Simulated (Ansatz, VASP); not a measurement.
**Two plane-wave programs on MgS**

```
CELL_PARAMETERS angstrom
3.69797 0.00000 0.00000
0.00000 3.69797 0.00000
0.00000 0.00000 5.22972
ATOMIC_POSITIONS crystal
Mg 0.00000 0.00000 0.00000
Mg 0.50000 0.50000 0.50000
S 0.00000 0.00000 0.50000
S 0.50000 0.50000 0.00000
```

Alike in both runs: task single point; functional PBE; k mesh 6 × 6 × 8; occupations gaussian, width 0.05 eV; no spin polarisation.

|  | VASP | Ansatz |
| --- | --- | --- |
| version | VASP 6.6.1 | Ansatz 0.2.0 |
| potentials or method | VASP PAW PBE potentials, release 64 (Mg, S), cutoff 520 eV | scalar-relativistic, plane waves, PAW |
| valence electrons in the cell | 16 | 32 |

```csv
,VASP,Ansatz,Ansatz less VASP
gap on the k mesh at the Fermi level (eV),2.74,2.76,+0.015
least direct gap on the mesh (eV),2.74,2.76,+0.015
pressure (GPa),-0.3,0.0,+0.29
```

VASP's potentials hold 16 valence electrons a cell and Ansatz's 32, so a difference there can come from the potentials and not from the codes.
